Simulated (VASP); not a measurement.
# Ag (I4/mmm) in VASP: a series of runs, part 3 of 3

VASP 6.6.1. The steps go on from the part before.

### 6 Electric field gradients, LDA (equal xx and yy strain of -2 %)

Contents of INCAR:

```
SYSTEM = Ag
PREC = Accurate
ENCUT = 520
EDIFF = 1E-8
ISMEAR = -1
SIGMA = 0.05
LREAL = .FALSE.
LASPH = .TRUE.
NELM = 80
ALGO = Normal
ISIF = 2
LWAVE = .FALSE.
LCHARG = .FALSE.
GGA = CA
LEFG = .TRUE.
NBANDS = 12
```

Contents of KPOINTS:

```
Automatic mesh
0
G
  15 15 15
  0 0 0
```

Contents of POSCAR:

```
Ag
1.0
    0.0000000000      2.0022380000      2.0431000000
    2.0022380000      0.0000000000      2.0431000000
    2.0022380000      2.0022380000      0.0000000000
Ag
1
Direct
    0.0000000000      0.0000000000      0.0000000000
```

Potentials or basis: VASP PAW LDA potentials, release 64 (Ag).

Started as:

```bash
> cat potpaw_LDA.64/Ag/POTCAR > POTCAR
> mpirun -np 1 vasp_std > vasp.out
```

OUTCAR:

```text
SYSTEM = Ag
   PREC = Accurate
   ENCUT = 520
   EDIFF = 1E-8
   ISMEAR = -1
   LREAL = .FALSE.
   LASPH = .TRUE.
   NELM = 80
   ISIF = 2
   GGA = CA

 ion  position               nearest neighbor table
   1  0.000  0.000  0.000-

  LATTYP: Found a body centered tetragonal cell.
 ALAT       =     2.8315921347
 C/A-ratio  =     1.4430750636

  Lattice vectors:

 A1 = (  -2.0022380000,   0.0000000000,   2.0431000000)
 A2 = (   2.0022380000,   0.0000000000,   2.0431000000)
 A3 = (   0.0000000000,   2.0022380000,  -2.0431000000)

Analysis of symmetry for initial positions (statically):
=====================================================================
 Subroutine PRICEL returns:
 Original cell was already a primitive cell.

 Routine SETGRP: Setting up the symmetry group for a
 body centered tetragonal supercell.

 Subroutine GETGRP returns: Found 16 space group operations
 (whereof 16 operations were pure point group operations)
 out of a pool of 16 trial point group operations.

The static configuration has the point symmetry D_4h.

Analysis of symmetry for dynamics (positions and initial velocities):
=====================================================================
 Subroutine PRICEL returns:
 Original cell was already a primitive cell.

 Routine SETGRP: Setting up the symmetry group for a
 body centered tetragonal supercell.

 Subroutine GETGRP returns: Found 16 space group operations
 (whereof 16 operations were pure point group operations)
 out of a pool of 16 trial point group operations.

The dynamic configuration has the point symmetry D_4h.

 Subroutine INISYM returns: Found 16 space group operations
 (whereof 16 operations are pure point group operations),
 and found     1 'primitive' translations

[... 155 lines left out ...]
      7      24.8281      0.00000
      8      28.3722      0.00000
      9      28.6616      0.00000
     10      28.6616      0.00000
     11      33.6834      0.00000
     12      34.8559      0.00000
[... 331 lines left out ...]
 k-point    24 :       0.2000    0.1333    0.0000
  band No.  band energies     occupation
      1       1.7443      2.00000
      2       3.3048      2.00000
      3       4.1897      2.00000
      4       4.2652      2.00000
      5       4.6065      2.00000
      6       5.1830      2.00000
      7      24.1947      0.00000
      8      25.6840      0.00000
      9      26.2350      0.00000
     10      27.5361      0.00000
     11      31.1079      0.00000
     12      34.4965      0.00000

 [... further k-points ...]
[... 5 lines left out ...]
  --------------------------------------------------------------------------------------
  -------------------------------------------------------------------------------------
  Total       -0.2758345     -0.2758345     -0.3393319      0.0000000      0.0000000      0.0000000
  in kB      -26.9779037    -26.9779037    -33.1882404      0.0000000      0.0000000      0.0000000
  external PRESSURE =     -29.0480159 kB  Pullay stress =       0.0000000 kB

 VOLUME and BASIS-vectors are now :
 -----------------------------------------------------------------------------
  energy-cutoff  :      520.00
  volume of cell :       16.38
      direct lattice vectors                 reciprocal lattice vectors
     0.000000000  2.002238000  2.043100000    -0.249720563  0.249720563  0.244726151
     2.002238000  0.000000000  2.043100000     0.249720563 -0.249720563  0.244726151
     2.002238000  2.002238000  0.000000000     0.249720563  0.249720563 -0.244726151

 POSITION                                       TOTAL-FORCE (eV/Angst)
 -----------------------------------------------------------------------------------
      0.00000      0.00000      0.00000        -0.000000      0.000000      0.000000
 -----------------------------------------------------------------------------------
    total drift:                               -0.000000      0.000000     -0.000000

  FREE ENERGIE OF THE ION-ELECTRON SYSTEM (eV)
  ---------------------------------------------------
  free  energy   TOTEN  =        -3.7772652861 eV

  energy  without entropy=       -3.7740770073  energy(sigma->0) =       -3.77567115

 Electric field gradients (V/A^2)
---------------------------------------------------------------------
 ion       V_xx      V_yy      V_zz      V_xy      V_xz      V_yz
---------------------------------------------------------------------
   1      -0.346    -0.346     0.691     0.000     0.000     0.000
---------------------------------------------------------------------

 Electric field gradients after diagonalization (V/A^2)
 (convention: |V_zz| > |V_xx| > |V_yy|)
----------------------------------------------------------------------
 ion       V_xx      V_yy      V_zz     asymmetry (V_yy - V_xx)/ V_zz
----------------------------------------------------------------------
   1      -0.346    -0.345     0.691       0.001
----------------------------------------------------------------------

           NMR quadrupolar parameters

 Cq : quadrupolar parameter    Cq=e*Q*V_zz/h
 eta: asymmetry parameters     (V_yy - V_xx)/ V_zz
 Q  : nuclear electric quadrupole moment in mb (millibarn)
----------------------------------------------------------------------
 ion       Cq(MHz)       eta       Q (mb)
----------------------------------------------------------------------
   1       0.002       0.001       1.000
----------------------------------------------------------------------
```

OSZICAR:

```text
N       E                     dE             d eps       ncg     rms          rms(c)
DAV:   1     0.514495527314E+02    0.51450E+02   -0.55436E+03  6968   0.837E+02
DAV:   2    -0.326478739858E+01   -0.54714E+02   -0.51763E+02  8036   0.196E+02
DAV:   3    -0.410377007958E+01   -0.83898E+00   -0.83848E+00  8116   0.254E+01
DAV:   4    -0.410634356585E+01   -0.25735E-02   -0.25734E-02  8028   0.148E+00
DAV:   5    -0.410636329464E+01   -0.19729E-04   -0.19729E-04  8108   0.114E-01    0.609E+00
DAV:   6    -0.379432924725E+01    0.31203E+00   -0.12358E+00  7508   0.988E+00    0.376E+00
DAV:   7    -0.378218278482E+01    0.12146E-01   -0.98613E-03  7992   0.925E-01    0.208E+00
DAV:   8    -0.377725360615E+01    0.49292E-02   -0.92548E-04  7956   0.246E-01    0.856E-02
DAV:   9    -0.377726624942E+01   -0.12643E-04   -0.71110E-06  8020   0.191E-02    0.169E-02
DAV:  10    -0.377726530918E+01    0.94025E-06   -0.18920E-06  8168   0.106E-02    0.319E-03
DAV:  11    -0.377726528614E+01    0.23037E-07   -0.39197E-08  7912   0.150E-03    0.578E-04
DAV:  12    -0.377726528612E+01    0.17963E-10   -0.10535E-09  4920   0.308E-04
   1 F= -.37772653E+01 E0= -.37756711E+01  d E =-.318828E-02
```

Run time: 55 s. Hardware: 1 thread of Intel Xeon 8259CL, shared host; peak memory 0.17 GiB.

What came out:

```
Free energy : -3.7773 eV
Pressure    : -2.9 GPa
```

Stress tensor (GPa, compression positive):
```
-2.70  0.00  0.00
 0.00 -2.70  0.00
 0.00  0.00 -3.32
```

Levels at points of the mesh, in eV from the Fermi level:
```csv
k point,band 4,band 5,band 6,band 7,band 8,band 9
"(0.00, 0.00, 0.00)",-5.03,-4.02,-3.87,15.96,19.50,19.79
```

Electric field gradients, principal values (V/Å²):
```tsv
atom	least	middle	greatest (by size)
1 Ag	-0.345	-0.346	0.691
```

Caveat: the cell differs from its parent crystal (equal xx and yy strain of -2 %); without QUAD_EFG the Cq values of the log hold for a quadrupole moment of 1 mb, not for the nuclei.

### 7 Summary

| cell | gap on the mesh (eV) | pressure (GPa) |
| --- | --- | --- |
| a = 2.918, b = 2.918, c = 2.889 Å, angles 60.3, 60.3, 59.3°, 1 atom | none | -9.0 |
| a = 2.918, b = 2.918, c = 2.947 Å, angles 59.7, 59.7, 60.7°, 1 atom | none | -10.6 |
| a = 2.933, b = 2.933, c = 2.889 Å, angles 60.5, 60.5, 59.0°, 1 atom | none | -9.8 |
| a = 2.861, b = 2.861, c = 2.832 Å, angles 60.3, 60.3, 59.3°, 1 atom | none | -2.9 |

Alike in all rows: task electric field gradients; level LDA; potentials or basis VASP PAW LDA potentials, release 64 (Ag); no spin polarisation; k mesh 15 × 15 × 15; cutoff (eV) 520; smearing fermi-dirac 0.05 eV.

Total energies depend on the potentials used, so only differences within one code and one set of settings carry meaning.
